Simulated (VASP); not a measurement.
Input of a VASP 6.6.1 run:

INCAR

```
ALGO = Normal
EDIFF = 1E-7
ENCUT = 520
GGA = PE
ISIF = 2
ISMEAR = 0
LASPH = True
LCHARG = False
LREAL = False
LWAVE = False
NBANDS = 24
NELM = 80
PREC = Accurate
SIGMA = 0.1
```

The input KPOINTS:

```
k-points
0
Gamma
  6 6 6
```

POSCAR

```
BC
1.0
   -3.1569381282      3.1569381282      1.7180870441
    3.1569381282     -3.1569381282      1.7180870441
    3.1569381282      3.1569381282     -1.7180870441
B C
4 4
Direct
    0.7604262744      0.7604262744      0.0000000000
    0.5104262744      0.0104262744      0.5000000000
    0.2395737256      0.2395737256      0.0000000000
    0.9895737256      0.4895737256      0.5000000000
    0.6501165377      0.6501165377      0.3002330754
    0.3498834623      0.3498834623      0.6997669246
    0.4001165377      0.5998834623      0.5000000000
    0.0998834623      0.9001165377      0.5000000000
```

Potentials or basis: VASP PAW PBE potentials, release 64 (B, C).

The run is started by

```console
$ cat potpaw_PBE.64/B/POTCAR potpaw_PBE.64/C/POTCAR > POTCAR
$ mpirun -np 1 vasp_std > vasp.out
```

**Question.** What does it give for the band gap on the k mesh?

**Answer.** Zero (bands 14 and 15 overlap by 0.47 eV).

**Question.** Estimate the pressure.

**Answer.** 0.2 GPa.

Stress tensor (GPa, compression positive):
```
0.29 0.00 0.00
0.00 0.29 0.00
0.00 0.00 0.03
```
